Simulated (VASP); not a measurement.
# AlClF2 (Fmmm) in VASP: further runs

AlClF2 is run at these levels: PBE; tasks: single point, relaxation of cell and atoms.

Program: VASP 6.6.1. These are calculated values, not measurements. Logs are shortened: lines on timing, memory, paths and dates and some standing lists are left out, and cuts for length are marked.

### Step 1. The cell of the first run

It takes space group Fmmm (No. 69, orthorhombic). The conventional cell has a = 4.420 Å, b = 7.494 Å, c = 7.869 Å, α = 90.00°, β = 90.00°, γ = 90.00°. Within 2.9 Å of Al (site symmetry mmm) lie 2 Cl at 2.21 Å and 6 F at 2.51 to 2.55 Å. Within 1.6 Å of Cl (site symmetry mmm) lie 2 F at 1.20 Å. F (site symmetry m2m) has 1 Cl at 1.20 Å within 1.6 Å.

The cell was generated, and may not be a known phase.

### Step 2. Single point, PBE

File INCAR:

```
SYSTEM = AlClF2
PREC = Accurate ; ENCUT = 520
EDIFF = 1E-7 ; ISMEAR = 0
SIGMA = 0.1 ; LREAL = .False.
LASPH = .True. ; NELM = 80
ALGO = Normal ; ISIF = 2
LWAVE = .False. ; LCHARG = .False.
GGA = PE ; NBANDS = 20
```

File KPOINTS:

```
Automatic mesh
0
Gamma
  6 6 6
  0 0 0
```

File POSCAR:

```
AlClF2
1.0
    0.0000000000      3.7468711100      3.9343718000
    2.2098320000      0.0000000000      3.9343718000
    2.2098320000      3.7468711100      0.0000000000
Al Cl F
1 1 2
Direct
    0.0000000000      0.0000000000      0.0000000000
    0.5000000000      0.5000000000      0.5000000000
    0.3398338300      0.6601661700      0.3398338300
    0.6601661700      0.3398338300      0.6601661700
```

Potentials or basis: VASP PAW PBE potentials, release 64 (Al, Cl, F).

Started as:

```sh
$ cat potpaw_PBE.64/Al/POTCAR potpaw_PBE.64/Cl/POTCAR potpaw_PBE.64/F/POTCAR > POTCAR
$ mpirun -np 1 vasp_std > vasp.out
```

OUTCAR:

```text
SYSTEM = AlClF2
   PREC = Accurate
   ENCUT = 520
   EDIFF = 1E-7
   ISMEAR = 0
   LREAL = .False.
   LASPH = .True.
   NELM = 80
   ISIF = 2
   GGA = PE

 ion  position               nearest neighbor table
   1  0.000  0.000  0.000-   2 2.21   2 2.21   3 2.51   4 2.51   3 2.51   4 2.51   3 2.55   4 2.55

   2  0.500  0.500  0.500-   3 1.20   4 1.20   1 2.21   1 2.21
   3  0.340  0.660  0.340-   2 1.20   1 2.51   1 2.51   1 2.55
   4  0.660  0.340  0.660-   2 1.20   1 2.51   1 2.51   1 2.55

  LATTYP: Found a face centered orthorhombic cell.
 ALAT       =     4.4196640000
 B/A-ratio  =     1.6955456840
 C/A-ratio  =     1.7803940752

  Lattice vectors:

 A1 = (   0.0000000000,   3.7468711100,   3.9343718000)
 A2 = (   2.2098320000,   0.0000000000,   3.9343718000)
 A3 = (   2.2098320000,   3.7468711100,   0.0000000000)

Analysis of symmetry for initial positions (statically):
=====================================================================
 Subroutine PRICEL returns:
 Original cell was already a primitive cell.

 Routine SETGRP: Setting up the symmetry group for a
 face centered orthorhombic supercell.

 Subroutine GETGRP returns: Found  8 space group operations
 (whereof  8 operations were pure point group operations)
 out of a pool of  8 trial point group operations.

The static configuration has the point symmetry D_2h.

Analysis of symmetry for dynamics (positions and initial velocities):
=====================================================================
 Subroutine PRICEL returns:
 Original cell was already a primitive cell.

 Routine SETGRP: Setting up the symmetry group for a
 face centered orthorhombic supercell.

 Subroutine GETGRP returns: Found  8 space group operations
 (whereof  8 operations were pure point group operations)
 out of a pool of  8 trial point group operations.

The dynamic configuration has the point symmetry D_2h.

 Subroutine INISYM returns: Found  8 space group operations
 (whereof  8 operations are pure point group operations),
 and found     1 'primitive' translations

----------------------------------------------------------------------------------------

                                     Primitive cell

  volume of cell :      65.1528

  direct lattice vectors                    reciprocal lattice vectors
     0.000000000  3.746871110  3.934371800    -0.226261544  0.133444676  0.127085091
     2.209832000  0.000000000  3.934371800     0.226261544 -0.133444676  0.127085091
     2.209832000  3.746871110  0.000000000     0.226261544  0.133444676 -0.127085091

  length of vectors
     5.433076898  4.512498081  4.349988573     0.291808821  0.291808821  0.291808821

  position of ions in fractional coordinates (direct lattice)
     0.000000000  0.000000000  0.000000000
     0.500000000  0.500000000  0.500000000
     0.339833830  0.660166170  0.339833830
     0.660166170  0.339833830  0.660166170

  ion indices of the primitive-cell ions
   primitive index   ion index
                 1           1
                 2           2
                 3           3
                 4           4

----------------------------------------------------------------------------------------

 KPOINTS: Automatic mesh

Automatic generation of k-mesh.
 Grid dimensions read from file:
 generate k-points for:    6    6    6

 Generating k-lattice:

  Cartesian coordinates                     Fractional coordinates (reciprocal lattice)
    -0.037710257  0.022240779  0.021180849     0.166666667 -0.000000000 -0.000000000
     0.037710257 -0.022240779  0.021180849     0.000000000  0.166666667  0.000000000
     0.037710257  0.022240779 -0.021180849     0.000000000  0.000000000  0.166666667

  Length of vectors
     0.048634804  0.048634804  0.048634804

  Shift w.r.t. Gamma in fractional coordinates (k-lattice)
     0.000000000  0.000000000  0.000000000

 Subroutine IBZKPT returns following result:
 ===========================================

 Found     46 irreducible k-points:

 Following reciprocal coordinates:
            Coordinates               Weight
  0.000000  0.000000  0.000000      1.000000
  0.166667 -0.000000  0.000000      8.000000
  0.333333 -0.000000 -0.000000      8.000000
  0.500000  0.000000  0.000000      4.000000
  0.166667  0.166667  0.000000      2.000000
  0.333333  0.166667 -0.000000      8.000000
[... 16 lines left out ...]
 -0.166667  0.166667  0.166667      8.000000
  0.500000  0.333333  0.166667      4.000000
 [... further k-points ...]
   k-points           NKPTS =     46   k-points in BZ     NKDIM =     46   number of bands    NBANDS=     20
   number of dos      NEDOS =    301   number of ions     NIONS =      4
   total plane-waves  NPLWV =  46080
   dimension x,y,z NGX =    40 NGY =   36 NGZ =   32
   dimension x,y,z NGXF=    80 NGYF=   72 NGZF=   64
   ions per type =               1   1   2
   NGX,Y,Z   is equivalent  to a cutoff of  12.24, 13.26, 12.23 a.u.
   NGXF,Y,Z  is equivalent  to a cutoff of  24.48, 26.53, 24.46 a.u.
 SYSTEM =  AlClF2
   PREC   = accura    normal or accurate (medium, high low for compatibility)
   ISTART =      0    job   : 0-new  1-cont  2-samecut
   ICHARG =      2    charge: 1-file 2-atom 10-const
   ISPIN  =      1    spin polarized calculation?
   LNONCOLLINEAR =      F non collinear calculations
   LSORBIT =      F    spin-orbit coupling
   LASPH  =      T    aspherical Exc in radial PAW
   ENCUT  =  520.0 eV  38.22 Ry    6.18 a.u.  10.10  8.39  8.09*2*pi/ulx,y,z
   NELM   =     80;   NELMIN=  2; NELMDL= -5     # of ELM steps
   EDIFF  = 0.1E-06   stopping-criterion for ELM
   LREAL  =      F    real-space projection
   EDIFFG = 0.1E-05   stopping-criterion for IOM
   NSW    =      0    number of steps for IOM
   IBRION =     -1    ionic relax: 0-MD 1-quasi-New 2-CG
   NFREE  =      0    steps in history (QN), initial steepest desc. (CG)
   ISIF   =      2    stress and relaxation
   ISYM   =      2    0-nonsym 1-usesym 2-fastsym
   POTIM  = 0.5000    time-step for ionic-motion
   TEBEG  =    0.0;   TEEND  =   0.0 temperature during run
   PSTRESS=    0.0 pullay stress
   NELECT =      24.0000    total number of electrons
   NUPDOWN=      -1.0000    fix difference up-down
   EMIN   =  10.00;   EMAX   =-10.00  energy-range for DOS
   EFERMI =   0.00;   METHOD = LEGACY
   ISMEAR =     0;   SIGMA  =   0.10  broadening in eV -4-tet -1-fermi 0-gaus
   EFERMI_NEDOS =   21; number of points for ismear=-14 and -15
   IALGO  =     38    algorithm
   IMIX   =      4    mixing-type and parameters
     AMIX     =   0.40;   BMIX     =  1.00
     AMIX_MAG =   1.60;   BMIX_MAG =  1.00
  volume/ion in A,a.u.               =      16.29       109.92
  Fermi-wavevector in a.u.,A,eV,Ry     =   1.173548  2.217684 18.738139  1.377214
  Thomas-Fermi vector in A             =   2.309959
   LORBIT       =      0    0 simple, 1 ext, 2 COOP (PROOUT), +10 PAW based schemes
   GGA     = PE    functional components
   LHFCALC =     F    Hartree Fock is set to
   AEXX    =    0.0000 exact exchange contribution
   IVDW    =     0    specifies the selected vdW correction
   LEPSILON=     F    determine dielectric tensor
   LRPA    =     F    only Hartree local field effects (RPA)
 non-spin polarized calculation
 Gauss-broadening in eV      SIGMA  =   0.10
  energy-cutoff  :      520.00
  volume of cell :       65.15
 maximum number of plane-waves:      1768
   NGX = 21   NGY = 17   NGZ = 17

 number of electron      24.0000003 magnetization

 Free energy of the ion-electron system (eV)
  ---------------------------------------------------
  ext. energy  EPLUGINS =         0.00000000
  ---------------------------------------------------
  free energy    TOTEN  =         8.81453611 eV

  energy without entropy =        8.82784362  energy(sigma->0) =        8.82118986

 E-fermi :   5.2697     XC(G=0):  -8.6090

 val. band max:        5.2457942894   @ k =   0.5000   0.1667  -0.0000
 cond. band min:       5.3028836327   @ k =  -0.1667   0.1667   0.1667
 fundamental gap:      0.0570893433
 Fermi energy:         5.2696988822

 k-point     1 :       0.0000    0.0000    0.0000
  band No.  band energies     occupation
      1     -31.7551      2.00000
      2     -29.6511      2.00000
      3     -12.5695      2.00000
      4      -9.6486      2.00000
      5      -9.4828      2.00000
      6      -9.0948      2.00000
[... 12 lines left out ...]
     19      14.2417      0.00000
     20      15.1451      0.00000

 k-point     2 :       0.1667   -0.0000    0.0000
  band No.  band energies     occupation
      1     -31.7430      2.00000
      2     -29.6656      2.00000
      3     -12.5254      2.00000
      4      -9.8752      2.00000
      5      -9.5136      2.00000
      6      -9.0858      2.00000
[... 12 lines left out ...]
     19      13.9233      0.00000
     20      14.8258      0.00000

 k-point     3 :       0.3333   -0.0000   -0.0000
  band No.  band energies     occupation
      1     -31.7189      2.00000
      2     -29.6955      2.00000
      3     -12.4233      2.00000
      4     -10.3477      2.00000
      5      -9.4642      2.00000
      6      -9.0651      2.00000
[... 12 lines left out ...]
     19      13.9232      0.00000
     20      14.8209      0.00000

 k-point     4 :       0.5000    0.0000    0.0000
  band No.  band energies     occupation
      1     -31.7065      2.00000
      2     -29.7108      2.00000
      3     -12.3619      2.00000
      4     -10.5682      2.00000
      5      -9.4327      2.00000
      6      -9.0536      2.00000
[... 12 lines left out ...]
     19      14.1249      0.00000
     20      14.9202      0.00000

 k-point     5 :       0.1667    0.1667    0.0000
  band No.  band energies     occupation
      1     -31.7543      2.00000
      2     -29.6510      2.00000
      3     -12.5671      2.00000
      4      -9.6539      2.00000
      5      -9.4846      2.00000
      6      -9.1348      2.00000
[... 12 lines left out ...]
     19      14.0492      0.00000
     20      15.5458      0.00000
[... 353 lines left out ...]
      6      -9.0699      2.00000
[... 12 lines left out ...]
     19      14.5774      0.00000
     20      14.8502      0.00000

 k-point    22 :      -0.3333    0.1667    0.1667
  band No.  band energies     occupation
      1     -31.6969      2.00000
      2     -29.7254      2.00000
      3     -12.3239      2.00000
      4     -10.4783      2.00000
      5      -9.6371      2.00000
      6      -9.0422      2.00000
[... 12 lines left out ...]
     19      13.5452      0.00000
     20      15.5445      0.00000

 k-point    23 :      -0.1667    0.1667    0.1667
  band No.  band energies     occupation
      1     -31.7067      2.00000
      2     -29.7103      2.00000
      3     -12.4005      2.00000
      4     -10.2985      2.00000
      5      -9.7284      2.00000
      6      -9.0384      2.00000
[... 12 lines left out ...]
     19      14.0985      0.00000
     20      15.7001      0.00000

 k-point    24 :       0.5000    0.3333    0.1667
  band No.  band energies     occupation
      1     -31.7326      2.00000
      2     -29.6801      2.00000
      3     -12.4685      2.00000
      4      -9.8446      2.00000
      5      -9.6750      2.00000
      6      -9.1586      2.00000
[... 12 lines left out ...]
     19      14.8732      0.00000
     20      15.1635      0.00000

 [... further k-points ...]
[... 5 lines left out ...]
  --------------------------------------------------------------------------------------
  -------------------------------------------------------------------------------------
  Total       16.1509524    116.4836545     -0.0426872      0.0000000      0.0000000      0.0000000
  in kB      397.1689734   2864.4560519     -1.0497234      0.0000000      0.0000000      0.0000000
  external PRESSURE =    1086.8584340 kB  Pullay stress =       0.0000000 kB

 VOLUME and BASIS-vectors are now :
 -----------------------------------------------------------------------------
  energy-cutoff  :      520.00
  volume of cell :       65.15
      direct lattice vectors                 reciprocal lattice vectors
     0.000000000  3.746871110  3.934371800    -0.226261544  0.133444676  0.127085091
     2.209832000  0.000000000  3.934371800     0.226261544 -0.133444676  0.127085091
     2.209832000  3.746871110  0.000000000     0.226261544  0.133444676 -0.127085091

 POSITION                                       TOTAL-FORCE (eV/Angst)
 -----------------------------------------------------------------------------------
      0.00000      0.00000      0.00000        -0.000000      0.000000      0.000000
      2.20983      3.74687      3.93437         0.000000      0.000000      0.000000
      2.20983      2.54663      3.93437         0.000000    -46.614717      0.000000
      2.20983      4.94712      3.93437         0.000000     46.614717      0.000000
 -----------------------------------------------------------------------------------
    total drift:                               -0.000000     -0.000000      0.000000

  FREE ENERGIE OF THE ION-ELECTRON SYSTEM (eV)
  ---------------------------------------------------
  free  energy   TOTEN  =         8.8145361119 eV

  energy  without entropy=        8.8278436181  energy(sigma->0) =        8.82118986
```

Run time: 26 s. Hardware: 1 thread of Intel Xeon 6975P-C (Granite Rapids), shared host; peak memory 0.22 GiB.

What came out:

| Item | Value |
| --- | --- |
| Free energy | 8.8145 eV |
| Pressure | 108.7 GPa |
| Largest force | 46.615 eV/Å |
| Band gap on the k mesh | zero (bands 12 and 13 overlap by 0.20 eV) |

Forces on the atoms (eV/Å):
```
Al    0.000   0.000   0.000
Cl    0.000   0.000   0.000
F     0.000 -46.615   0.000
F     0.000  46.615   0.000
```

Caveat: the stress differs along the axes, from -0 to 286 GPa; semilocal functionals underestimate gaps, and a narrow one can read as zero; forces of over 1 eV/Å act on the atoms, so gaps and moduli don't describe the material at rest.

### Step 3. Relaxation of cell and atoms, PBE

File INCAR:

```
SYSTEM = AlClF2
PREC = Accurate
ENCUT = 600
EDIFF = 1E-7
ISMEAR = 0
SIGMA = 0.1
LREAL = .FALSE.
LASPH = .TRUE.
NELM = 100
ALGO = Normal
ISIF = 3
LWAVE = .FALSE.
LCHARG = .FALSE.
GGA = PE
IBRION = 2
NSW = 90
EDIFFG = -0.04
```

File KPOINTS:

```
Automatic mesh
0
G
  6 6 6
  0 0 0
```

POSCAR is that of step 2.

Potentials or basis: VASP PAW PBE potentials, release 64 (Al, Cl, F).

Started as:

```sh
$ cat potpaw_PBE.64/Al/POTCAR potpaw_PBE.64/Cl/POTCAR potpaw_PBE.64/F/POTCAR > POTCAR
$ mpirun -np 1 vasp_std > vasp.out
```

It took 13 min on 1 thread of Intel Xeon 6975P-C (Granite Rapids), shared host; peak memory 0.29 GiB.

The run converged. Its results:

* Free energy: -18.3229 eV
* Relaxed volume: 15.96 Å³/atom
* Relaxed cell: a = 5.423 Å, b = 3.670 Å, c = 5.388 Å, α = 70.68°, β = 39.68°, γ = 69.64°
* Space group after relaxing (to 0.1 Å): Fmmm (No. 69)
* Pressure after relaxing: 0.1 GPa
* Largest force after relaxing: 0.018 eV/Å
* Band gap on the k mesh: 3.91 eV (least direct gap 4.31 eV)

Forces in eV/Å, atoms in the order of the input:
```
Al   0.000  0.000  0.000
Cl   0.000  0.000  0.000
F    0.000  0.018  0.000
F    0.000 -0.018  0.000
```

Stress tensor (GPa, compression positive):
```
 0.01  0.00  0.00
 0.00  0.20  0.00
 0.00  0.00 -0.02
```

Final structure:
```
Al Cl F
1.0
     0.00000    4.74202    2.63149
     2.55759    0.00000    2.63149
     2.55759    4.74202    0.00000
Al Cl F
1 1 2
Direct
  0.00000 0.00000 0.00000
  0.50000 0.50000 0.50000
  0.17315 0.82685 0.17315
  0.82685 0.17315 0.82685
```

Levels at points of the mesh, in eV from the valence-band top:
```tsv
k point	band 10	band 11	band 12	band 13	band 14	band 15
(0.00, 0.00, 0.00)	-0.60	-0.49	-0.40	3.91	6.93	10.62
(0.50, 0.00, 0.00)	-1.58	-1.39	0.00	6.11	7.73	8.52
(0.50, 0.50, 0.00)	-1.05	-0.51	-0.45	4.39	10.90	11.07
(0.50, 0.00, 0.50)	-1.07	-0.74	-0.72	4.18	6.80	10.81
(0.00, 0.50, 0.50)	-1.03	-0.59	-0.49	4.38	10.87	11.04
```

Caveat: a cell axis changed by over 15 % at a fixed basis, so the end point is rough. A k mesh can miss the band edges.

### Step 4. Single point, PBE, collinear spin

File INCAR:

```
SYSTEM = AlClF2
PREC = Accurate ; ENCUT = 520
EDIFF = 1E-6 ; ISMEAR = 0
SIGMA = 0.1 ; LREAL = .FALSE.
LASPH = .TRUE. ; NELM = 150
ALGO = Normal ; ISIF = 2
LWAVE = .FALSE. ; LCHARG = .TRUE.
ISPIN = 2 ; MAGMOM = 0 0 1 1
LORBIT = 11 ; GGA = PE
LELF = .TRUE. ; LVHAR = .TRUE.
NBANDS = 24
```

KPOINTS is that of step 3.

POSCAR is that of step 3.

Started as:

```sh
$ cat potpaw_PBE.64/Al/POTCAR potpaw_PBE.64/Cl/POTCAR potpaw_PBE.64/F/POTCAR > POTCAR
$ mpirun -np 1 vasp_std > vasp.out
```

It took 64 s on 1 thread of Intel Xeon 6975P-C (Granite Rapids), shared host; peak memory 0.29 GiB.

It converged, with:

| Item | Value |
| --- | --- |
| Free energy | 8.8145 eV |
| Pressure | 108.7 GPa |
| Largest force | 46.614 eV/Å |
| Net moment | -0.04 μB per cell |
| Valence electrons inside the program's atomic spheres | Al 0.86; Cl 5.58; F 6.63 |

Forces in eV/Å, atoms in the order of the input:
```
Al    0.000   0.000   0.000
Cl    0.000   0.000   0.000
F     0.000 -46.614   0.000
F     0.000  46.614   0.000
```

Stress tensor (GPa, compression positive):
```
 39.72   0.00   0.00
  0.00 286.44   0.00
  0.00   0.00  -0.10
```

Levels at points of the mesh, in eV from the Fermi level:
Spin up:
| k point | band 8 | band 9 | band 10 | band 11 | band 12 | band 13 | band 14 | band 15 | band 16 | band 17 |
| --- | --- | --- | --- | --- | --- | --- | --- | --- | --- | --- |
| (0.00, 0.00, 0.00) | -11.84 | -8.86 | -3.10 | -1.77 | -0.33 | 2.22 | 2.41 | 2.63 | 4.09 | 8.47 |
| (0.50, 0.00, 0.00) | -11.97 | -6.92 | -4.66 | -1.99 | -0.16 | 0.08 | 2.64 | 4.69 | 4.80 | 7.03 |
| (0.50, 0.50, 0.00) | -11.83 | -8.32 | -3.19 | -2.56 | -0.50 | 0.13 | 2.50 | 6.15 | 7.71 | 8.08 |
| (0.50, 0.00, 0.50) | -11.89 | -7.32 | -3.46 | -1.92 | -1.81 | 0.15 | 3.02 | 3.14 | 3.75 | 7.21 |
| (0.00, 0.50, 0.50) | -11.90 | -6.87 | -3.53 | -2.94 | -2.17 | 1.65 | 2.51 | 3.07 | 5.57 | 5.78 |
Spin down:
| k point | band 9 | band 10 | band 11 | band 12 | band 13 | band 14 | band 15 | band 16 |
| --- | --- | --- | --- | --- | --- | --- | --- | --- |
| (0.00, 0.00, 0.00) | -8.87 | -3.11 | -1.77 | -0.36 | 2.19 | 2.40 | 2.58 | 4.08 |
| (0.50, 0.00, 0.00) | -6.93 | -4.68 | -2.00 | -0.19 | 0.05 | 2.61 | 4.67 | 4.80 |
| (0.50, 0.50, 0.00) | -8.34 | -3.20 | -2.58 | -0.52 | 0.10 | 2.48 | 6.14 | 7.68 |
| (0.50, 0.00, 0.50) | -7.33 | -3.47 | -1.93 | -1.84 | 0.13 | 2.98 | 3.12 | 3.74 |
| (0.00, 0.50, 0.50) | -6.88 | -3.54 | -2.96 | -2.19 | 1.63 | 2.47 | 3.03 | 5.55 |

Caveat: the stress differs along the axes, from -0 to 286 GPa; forces of over 1 eV/Å act on the atoms, so gaps and moduli don't describe the material at rest.

### Step 5. Overview

| task | spin | cell | cutoff (eV) | gap on the mesh (eV) | pressure (GPa) | largest force (eV/Å) |
| --- | --- | --- | --- | --- | --- | --- |
| single point | off | as given | 520 | none | 108.7 | 46.61 |
| relaxation of cell and atoms | off | relaxed | 600 | 3.91 | 0.1 | 0.02 |
| single point | collinear | as given | 520 | none | 108.7 | 46.61 |

Alike in all rows: level PBE; potentials or basis VASP PAW PBE potentials, release 64 (Al, Cl, F); k mesh 6 × 6 × 6; smearing gaussian 0.1 eV.

Caveats: the stress differs along the axes, from -0 to 286 GPa (at least some runs); forces of over 1 eV/Å act on the atoms, so gaps and moduli don't describe the material at rest (at least some runs); semilocal functionals underestimate gaps, and a narrow one can read as zero (at least some runs); a cell axis changed by over 15 % at a fixed basis, so the end point is rough (at least some runs).

Total energies depend on the potentials used, so only differences within one code and one set of settings carry meaning.

The gap in the log of VASP goes by the Fermi energy; the results here count the filled bands.